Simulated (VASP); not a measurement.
Runs of VASP 6.6.1 on Ge4N. The structure is that of space group Pm-3m (No. 221), or close to it. The cells are those of the table. 

```csv
task,cell,k mesh,cutoff (eV),gap on the mesh (eV),pressure (GPa),relaxed volume (Å³/atom)
single point,"a = 4.427 Å, 5 atoms",8 × 8 × 8,520,none,0.0,-
single point,"a = 4.610 Å, 5 atoms",4 × 4 × 4,520,none,-7.5,-
relaxation of cell and atoms,"relaxed from a = 4.410 Å, 5 atoms",8 × 8 × 8,600,none,-0.1,17.39
relaxation of cell and atoms,"relaxed from a = 4.610 Å, 5 atoms",4 × 4 × 4,600,none,-0.1,(a)
single point,"a = 4.410 Å, 5 atoms",4 × 4 × 4,520,none,(b),-
```

Alike in all rows: level PBE; potentials or basis VASP PAW PBE potentials, release 64 (Ge_d, N); no spin polarisation; smearing gaussian 0.1 eV.

Q: Fill in the values left out.

A: (a) 17.10; (b) -0.4.

A k mesh can miss the band edges, and the runs leave out spin-orbit coupling on Ge.

A gap of «none» marks levels without a gap at the run's occupations.
